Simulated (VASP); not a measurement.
A run of VASP 6.6.1:

INCAR

```
PREC = Accurate
ENCUT = 520
EDIFF = 1E-6
ISMEAR = -1
SIGMA = 0.08
LREAL = F
LASPH = T
NELM = 80
ALGO = Normal
ISIF = 2
LWAVE = F
LCHARG = F
GGA = PS
NBANDS = 10
```

File KPOINTS:

```
regular mesh
0
Gamma
  14 14 14
```

Contents of POSCAR:

```
K
1.0
    0.0000000000      3.2893983062      3.2893983062
    3.2893983062      0.0000000000      3.2893983062
    3.2893983062      3.2893983062      0.0000000000
K
1
Direct
    0.0000000000      0.0000000000      0.0000000000
```

Potentials or basis: VASP PAW PBE potentials, release 64 (K_sv).

Launch:

```sh
$ cat potpaw_PBE.64/K_sv/POTCAR > POTCAR
$ mpirun -np 1 vasp_std > vasp.out
```

Hardware: 1 thread of Intel(R) Xeon(R) Platinum 8375C CPU @ 2.90GHz (Ice Lake), with other jobs on the host.

**Question.** Estimate the wall time of this run.

**Answer.** It took 53 s on 1 thread of Intel(R) Xeon(R) Platinum 8375C CPU @ 2.90GHz (Ice Lake) (shared host), peak memory 0.24 GiB. Counts: scf iterations 11, k points 104.
